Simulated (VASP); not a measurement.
Runs of VASP 6.6.1 on Ag. The structure is that of space group Im-3m (No. 229), or close to it. The cells are those of the table. This isn't the form of Ag at room conditions, which is fcc.

```tsv
cell	gap on the mesh (eV)	pressure (GPa)
a = 2.848 Å, angles 109.5°, 1 atom	none	0.3
a = 2.887 Å, angles 109.5°, 1 atom	none	-2.9
a = 2.829 Å, angles 109.5°, 1 atom	none	(a)
a = 2.809 Å, angles 109.5°, 1 atom	none	4.5
```

Alike in all rows: task single point; level PBE0; potentials or basis VASP PAW PBE potentials, release 64 (Ag); no spin polarisation; k mesh 6 × 6 × 6; cutoff (eV) 520; smearing fermi-dirac 0.05 eV.

Estimate the missing entries.

(a) 2.3.

Caveats: all runs use coarse meshes; the PAW data sets were made with another functional, which shifts forces and pressure a little.

A k mesh can miss the band edges, and the runs leave out spin-orbit coupling on Ag.

A gap of «none» marks levels without a gap at the run's occupations.
